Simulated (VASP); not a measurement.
# Sc3AlP (Cmmm) in VASP: relaxation of cell and atoms with PBE

Aim: the relaxation of cell and atoms of Sc3AlP with PBE.

Program: VASP 6.6.1. These are calculated values, not measurements. Logs are shortened: lines on timing, memory, paths and dates and some standing lists are left out, and cuts for length are marked.

## Step 1: The cell of the first run

Symmetry: Cmmm, No. 65, orthorhombic system. Conventional cell: a = 5.469 Å, b = 6.016 Å, c = 6.584 Å, α = 90.00°, β = 90.00°, γ = 90.00°. Sc (site symmetry 2/m) has 2 Al at 2.03 Å and 2 Sc at 2.73 Å within 2.8 Å. Sc (site symmetry mmm) has 4 P at 2.73 to 3.01 Å and 2 Al at 3.29 Å within 3.6 Å. Within 2.7 Å of Al (site symmetry mmm) lie 4 Sc at 2.03 Å. P (site symmetry mmm) has 4 Sc at 2.73 to 3.01 Å within 3.6 Å.

The cell was built from a structure type or drawn by symmetry, and may not be a known phase.

## Step 2: Relaxation of cell and atoms, PBE

INCAR reads:

```
SYSTEM = Sc3AlP
PREC = Accurate ; ENCUT = 600
EDIFF = 1E-7 ; ISMEAR = 0
SIGMA = 0.1 ; LREAL = .False.
LASPH = .True. ; NELM = 100
ALGO = Normal ; ISIF = 3
LWAVE = .False. ; LCHARG = .False.
GGA = PE ; IBRION = 2
NSW = 90 ; EDIFFG = -0.04
```

KPOINTS reads:

```
regular mesh
0
Gamma
  4 4 4
  0 0 0
```

POSCAR reads:

```
Sc3AlP
1.0
    2.7344638100     -3.0080957100      0.0000000000
    2.7344638100      3.0080957100      0.0000000000
    0.0000000000      0.0000000000      6.5837430600
Sc Al P
3 1 1
Direct
    0.0000000000      0.5000000000      0.5000000000
    0.5000000000      0.0000000000      0.5000000000
    0.0000000000      0.0000000000      0.0000000000
    0.0000000000      0.0000000000      0.5000000000
    0.5000000000      0.5000000000      0.0000000000
```

Potentials or basis: VASP PAW PBE potentials, release 64 (Sc_sv, Al, P).

Started as:

```
$ cat potpaw_PBE.64/Sc_sv/POTCAR potpaw_PBE.64/Al/POTCAR potpaw_PBE.64/P/POTCAR > POTCAR
$ mpirun -np 1 vasp_std > vasp.out
```

OUTCAR:

```text
SYSTEM = Sc3AlP
   PREC = Accurate
   ENCUT = 600
   EDIFF = 1E-7
   ISMEAR = 0
   LREAL = .False.
   LASPH = .True.
   NELM = 100
   ISIF = 3
   GGA = PE
   IBRION = 2
   NSW = 90
   EDIFFG = -0.04

 ion  position               nearest neighbor table
   1  0.000  0.500  0.500-   4 2.03   4 2.03   2 2.73   2 2.73   2 3.01   2 3.01
   2  0.500  0.000  0.500-   4 2.03   4 2.03   1 2.73   1 2.73   1 3.01   1 3.01
   3  0.000  0.000  0.000-   5 2.73   5 2.73   5 3.01   5 3.01   4 3.29   4 3.29
   4  0.000  0.000  0.500-   1 2.03   2 2.03   1 2.03   2 2.03   3 3.29   3 3.29
   5  0.500  0.500  0.000-   3 2.73   3 2.73   3 3.01   3 3.01

  LATTYP: Found a base centered orthorhombic cell.
 ALAT       =     5.4689276200
 B/A-ratio  =     1.1000678447
 C/A-ratio  =     1.2038453455

  Lattice vectors:

 A1 = (   2.7344638100,  -3.0080957100,   0.0000000000)
 A2 = (   2.7344638100,   3.0080957100,   0.0000000000)
 A3 = (   0.0000000000,   0.0000000000,   6.5837430600)

Analysis of symmetry for initial positions (statically):
=====================================================================
 Subroutine PRICEL returns:
 Original cell was already a primitive cell.

 Routine SETGRP: Setting up the symmetry group for a
 base centered orthorhombic supercell.

 Subroutine GETGRP returns: Found  8 space group operations
 (whereof  8 operations were pure point group operations)
 out of a pool of  8 trial point group operations.

The static configuration has the point symmetry D_2h.

Analysis of symmetry for dynamics (positions and initial velocities):
=====================================================================
 Subroutine PRICEL returns:
 Original cell was already a primitive cell.

 Routine SETGRP: Setting up the symmetry group for a
 base centered orthorhombic supercell.

 Subroutine GETGRP returns: Found  8 space group operations
 (whereof  8 operations were pure point group operations)
 out of a pool of  8 trial point group operations.

The dynamic configuration has the point symmetry D_2h.

 Subroutine INISYM returns: Found  8 space group operations
 (whereof  8 operations are pure point group operations),
 and found     1 'primitive' translations

----------------------------------------------------------------------------------------

                                     Primitive cell

  volume of cell :     108.3095

  direct lattice vectors                    reciprocal lattice vectors
     2.734463810 -3.008095710  0.000000000     0.182851204 -0.166218115  0.000000000
     2.734463810  3.008095710  0.000000000     0.182851204  0.166218115  0.000000000
[... 129 lines left out ...]

 Free energy of the ion-electron system (eV)
  ---------------------------------------------------
  ext. energy  EPLUGINS =         0.00000000
  ---------------------------------------------------
  free energy    TOTEN  =       -18.74352350 eV

  energy without entropy =      -18.71735577  energy(sigma->0) =      -18.73043963

------------------------ aborting loop because EDIFF is reached ----------------------------------------

  FORCE on cell =-STRESS in cart. coord.  units (eV):
  Direction    XX          YY          ZZ          XY          YZ          ZX
  --------------------------------------------------------------------------------------
  -------------------------------------------------------------------------------------
  Total       29.2442499     31.1291988     -8.9530539      0.0000000      0.0000000      0.0000000
  in kB      432.5978630    460.4811167   -132.4387520      0.0000000      0.0000000      0.0000000
  external PRESSURE =     253.5467425 kB  Pullay stress =       0.0000000 kB
[... 26 lines left out ...]
--------------------------------------- Ionic step        2  -------------------------------------------

 number of electron      41.0000026 magnetization

------------------------ aborting loop EDIFF was not reached (unconverged)  ----------------------------

  FORCE on cell =-STRESS in cart. coord.  units (eV):
  Direction    XX          YY          ZZ          XY          YZ          ZX
  --------------------------------------------------------------------------------------
  -------------------------------------------------------------------------------------
  Total       -0.0471316     -2.7441463    -24.5711128      0.0000000      0.0000000      0.0000000
  in kB       -0.4577076    -26.6491371   -238.6166382      0.0000000      0.0000000      0.0000000
  external PRESSURE =     -88.5744943 kB  Pullay stress =       0.0000000 kB
[... 59 lines left out ...]
  FREE ENERGIE OF THE ION-ELECTRON SYSTEM (eV)
  ---------------------------------------------------
  free  energy   TOTEN  =       -24.8446021111 eV

  energy  without entropy=      -24.8224275805  energy(sigma->0) =      -24.83351485

 E-fermi :   3.8353     XC(G=0):  -9.2730

 val. band max:        3.7936512467   @ k =   0.0000   0.0000   0.0000
 cond. band min:       3.8681332062   @ k =   0.5000   0.0000   0.2500
 fundamental gap:      0.0744819595
 Fermi energy:         3.8352689572

 k-point     1 :       0.0000    0.0000    0.0000
  band No.  band energies     occupation
      1     -46.0924      2.00000
      2     -46.0716      2.00000
      3     -46.0492      2.00000
      4     -24.8405      2.00000
      5     -24.8141      2.00000
      6     -24.7932      2.00000
[... 556 lines left out ...]
     23       4.8127      0.00000
     24       5.0437      0.00000

[... ionic steps 4 to 12 ...]

--------------------------------------- Ionic step       13  -------------------------------------------

 number of electron      40.9999980 magnetization

------------------------ aborting loop because EDIFF is reached ----------------------------------------
[... 73 lines left out ...]
--------------------------------------- Ionic step       15  -------------------------------------------

 number of electron      40.9999975 magnetization

 Free energy of the ion-electron system (eV)
  ---------------------------------------------------
  ext. energy  EPLUGINS =         0.00000000
  ---------------------------------------------------
  free energy    TOTEN  =       -26.58494827 eV

  energy without entropy =      -26.57630566  energy(sigma->0) =      -26.58062696

 E-fermi :   3.8062     XC(G=0):  -9.2494

 val. band max:        3.6968212613   @ k =   0.0000   0.0000   0.0000
 cond. band min:       3.8680068435   @ k =   0.5000   0.0000   0.2500
 fundamental gap:      0.1711855822
 Fermi energy:         3.8061771178

 k-point     1 :       0.0000    0.0000    0.0000
  band No.  band energies     occupation
      1     -46.1497      2.00000
      2     -46.1281      2.00000
      3     -46.1263      2.00000
      4     -24.8716      2.00000
      5     -24.8711      2.00000
      6     -24.8703      2.00000
[... 588 lines left out ...]
  FREE ENERGIE OF THE ION-ELECTRON SYSTEM (eV)
  ---------------------------------------------------
  free  energy   TOTEN  =       -26.5849482702 eV

  energy  without entropy=      -26.5763056564  energy(sigma->0) =      -26.58062696

 reached required accuracy - stopping structural energy minimisation
```

CONTCAR:

```text
Sc3AlP
   1.00000000000000
     3.5329699904624463   -3.5434709664579613    0.0000000000000000
     3.5329699904624463    3.5434709664579613    0.0000000000000000
     0.0000000000000000    0.0000000000000000    5.0008828259911509
  Sc              Al              P
     3     1     1
Direct
     0.0000000000000000    0.5000000000000000    0.5000000000000000
     0.5000000000000000    0.0000000000000000    0.5000000000000000
     0.0000000000000000    1.0000000000000000    0.0000000000000000
     0.0000000000000000    0.0000000000000000    0.5000000000000000
     0.5000000000000000    0.5000000000000000    0.0000000000000000

  0.00000000E+00  0.00000000E+00  0.00000000E+00
  0.00000000E+00  0.00000000E+00  0.00000000E+00
  0.00000000E+00  0.00000000E+00  0.00000000E+00
  0.00000000E+00  0.00000000E+00  0.00000000E+00
  0.00000000E+00  0.00000000E+00  0.00000000E+00
```

Run time: 10 min. Hardware: 1 thread of Intel Xeon 6975P-C (Granite Rapids), shared host; peak memory 0.27 GiB.

Results:

```
Free energy                           : -26.5849 eV
Relaxed volume                        : 25.04 Å³/atom
Relaxed cell                          : a = 5.004 Å, b = 5.004 Å, c = 5.001 Å, α = 90.00°, β = 90.00°, γ = 90.17°
Space group after relaxing (to 0.1 Å) : Pm-3m (No. 221)
Energy gained by relaxing             : 1568.3 meV/atom
Ionic steps                           : 15
Pressure after relaxing               : 0.1 GPa
Band gap on the k mesh                : zero (an odd number of electrons rules out a gap without spin polarisation)
```

Stress tensor (GPa, compression positive):
```
0.01 0.00 0.00
0.00 0.00 0.00
0.00 0.00 0.16
```

Step by step:
```
step  energy change (eV)  largest force (eV/Å)  pressure (GPa)  volume (Å³)
   1              0.0000                0.0000           25.35       108.31
   2             -6.4001                0.0000           -8.86       164.98
   3             -6.1011                0.0000           -7.84       169.41
   4             -6.1706                0.0000           -7.41       166.46
   5             -7.6647                0.0000           -1.87       131.64
   6             -7.7551                0.0000            0.51       124.62
   7             -7.7578                0.0000            0.99       123.38
   8             -7.8062                0.0000            0.40       124.56
   9             -7.8073                0.0000            0.46       124.41
  10             -7.8188                0.0000           -0.12       125.84
  11             -7.8229                0.0000           -0.73       127.41
  12             -7.8314                0.0000           -0.51       126.78
  13             -7.8400                0.0000           -0.04       125.47
  14             -7.8403                0.0000            0.09       125.15
  15             -7.8414                0.0000            0.06       125.21
```

Final structure:
```
Sc Al P
1.0
     3.53297   -3.54347    0.00000
     3.53297    3.54347    0.00000
     0.00000    0.00000    5.00088
Sc Al P
3 1 1
Cartesian
  1.7665 1.7717 2.5004
  1.7665 -1.7717 2.5004
  3.5330 3.5435 0.0000
  0.0000 0.0000 2.5004
  3.5330 0.0000 0.0000
```

Levels at points of the mesh, in eV from the Fermi level:
```csv
k point,band 18,band 19,band 20,band 21,band 22,band 23
"(0.00, 0.00, 0.00)",-0.58,-0.57,-0.57,-0.47,-0.47,-0.11
"(0.50, 0.00, 0.00)",-1.87,-0.75,-0.75,-0.33,0.39,0.81
"(0.50, 0.50, 0.00)",-1.18,-1.13,-1.12,0.36,0.37,1.13
"(0.00, 0.00, 0.50)",-1.87,-0.75,-0.75,-0.33,0.39,0.81
"(0.50, 0.00, 0.50)",-1.19,-1.13,-1.13,0.37,0.37,1.14
"(0.50, 0.50, 0.50)",-2.40,-2.40,-2.40,0.94,1.02,1.04
```

Caveat: the k points lie up to 0.31 Å⁻¹ apart in the final cell, too coarse for converged energies and pressures of a metal; the volume moved by over 15 % at a fixed basis, so the end points are rough.
